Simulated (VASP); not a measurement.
Crystal: Ir.

```
CELL_PARAMETERS angstrom
2.75138 0.00000 0.00000
-1.37569 2.38276 0.00000
0.00000 0.00000 4.46229
ATOMIC_POSITIONS crystal
Ir 0.33333 0.66667 0.25000
Ir 0.66667 0.33333 0.75000
```

This isn't the form of Ir at room conditions, which is fcc.

- Program: VASP 6.6.1
- Task: relaxation of cell and atoms
- Functional: LDA
- Potentials or basis: VASP PAW LDA potentials, release 64 (Ir)
- Cutoff: 600 eV
- k mesh: 8 × 8 × 5
- Occupations: fermi-dirac, width 0.05 eV
- Spin: non-collinear spin, zero start, spin-orbit coupling
- Starting moments: [[0.0, 0.0, 0.0], [0.0, 0.0, 0.0]] μB

At the start: pressure -13.8 GPa; volume 14.63 Å³/atom.

Task: How do energy, volume and symmetry change on relaxing?

Result: Over 5 steps the energy falls by 25.6 meV/atom and the volume is 14.06 Å³/atom (-3.9 %); space group P6_3/mmc (No. 194, to 0.1 Å) before and after; moment 0.00 μB per cell.

The path:
| step | energy change (eV) | largest force (eV/Å) | pressure (GPa) | volume (Å³) |
| --- | --- | --- | --- | --- |
| 1 | 0.0000 | 0.0000 | -13.85 | 29.25 |
| 2 | 0.8326 | 0.0000 | 84.45 | 24.22 |
| 3 | -0.0509 | 0.0000 | -1.00 | 28.19 |
| 4 | -0.0511 | 0.0000 | -0.24 | 28.13 |
| 5 | -0.0512 | 0.0000 | 0.07 | 28.11 |

Final structure:
```cif
data_structure
_symmetry_space_group_name_H-M 'P 1'
_symmetry_Int_Tables_number 1
_cell_length_a 2.7152
_cell_length_b 2.7152
_cell_length_c 4.4030
_cell_angle_alpha 90.000
_cell_angle_beta 90.000
_cell_angle_gamma 120.000
_cell_volume 28.11
loop_
_atom_site_label
_atom_site_type_symbol
_atom_site_fract_x
_atom_site_fract_y
_atom_site_fract_z
_atom_site_occupancy
Ir1 Ir 0.33333 0.66667 0.25000 1
Ir2 Ir 0.66667 0.33333 0.75000 1
```
